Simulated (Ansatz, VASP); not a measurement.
## GaN: VASP beside Ansatz

The input POSCAR:

```
GaN
1.0
    0.0000000000      2.4337806561      2.1633605832
    2.4337806561      0.0000000000      2.1633605832
    2.4337806561      2.4337806561      0.0000000000
Ga N
1 1
Direct
    0.0000000000      0.0000000000      0.0000000000
    0.7500000000      0.7500000000      0.7500000000
```

File INCAR.step1:

```
  PREC = Accurate
  ENCUT = 520
  ISMEAR = 0
  SIGMA = 0.05
  LREAL = F
  LASPH = T
  NELM = 100
  NBANDS = 16
  GGA = PE
  ALGO = Normal
  EDIFF = 1E-4
  LWAVE = T
  LCHARG = F
```

File INCAR.step2:

```
  PREC = Accurate
  ENCUT = 520
  EDIFF = 1E-6
  ISMEAR = 0
  SIGMA = 0.05
  LREAL = F
  LASPH = T
  NELM = 100
  ALGO = Normal
  ISIF = 2
  LWAVE = F
  LCHARG = T
  METAGGA = R2SCAN
  LMIXTAU = T
  LELF = T
  LVHAR = T
  NBANDS = 16
  ISTART = 1
```

File KPOINTS:

```
regular mesh
0
Gamma
  10 10 10
```

Input for Ansatz:

```yaml
crystal:
  lattice:
    - [0.0, 2.4337806561, 2.1633605832]
    - [2.4337806561, 0.0, 2.1633605832]
    - [2.4337806561, 2.4337806561, 0.0]
  atoms:
    - { symbol: Ga, position: [0.0, 0.0, 0.0] }
    - { symbol: "N", position: [0.75, 0.75, 0.75] }
basis:
  ecutwfc: 500
kpoints:
  mp_grid: { grid: [10, 10, 10] }
hamiltonian:
  xc: r2scan
scf:
  occupations: { method: gaussian, width: 0.05 }
output:
  forces: true
  stress: true
  eigenvalues: true
  write_density: true
  write_potential: true
  elf: true
  volumetric_format: npy
```

Change from the starting cell: strain +0.080 along x and y, -0.040 along z, atoms carried along.

Alike in both runs: task single point; functional r2SCAN; k mesh 10 × 10 × 10; occupations gaussian, width 0.05 eV; no spin polarisation.

|  | VASP | Ansatz |
| --- | --- | --- |
| version | VASP 6.6.1 | Ansatz 0.2.0 |
| potentials or method | VASP PAW PBE potentials, release 64 (Ga_d, N), cutoff 520 eV | scalar-relativistic, plane waves, PAW |
| valence electrons in the cell | 18 | 18 |

Ansatz gave:

* gap on the k mesh at the Fermi level (eV): 1.04
* least direct gap on the mesh (eV): 1.04
* pressure (GPa): -18.7
* traceless stress, the component that is largest in VASP (GPa): 8.59

What did VASP give for the same quantities?

gap on the k mesh at the Fermi level (eV): 1.04; least direct gap on the mesh (eV): 1.04; pressure (GPa): -18.0; traceless stress, the component that is largest in VASP (GPa): 8.47.

VASP's potentials were made for PBE, not for r2SCAN.
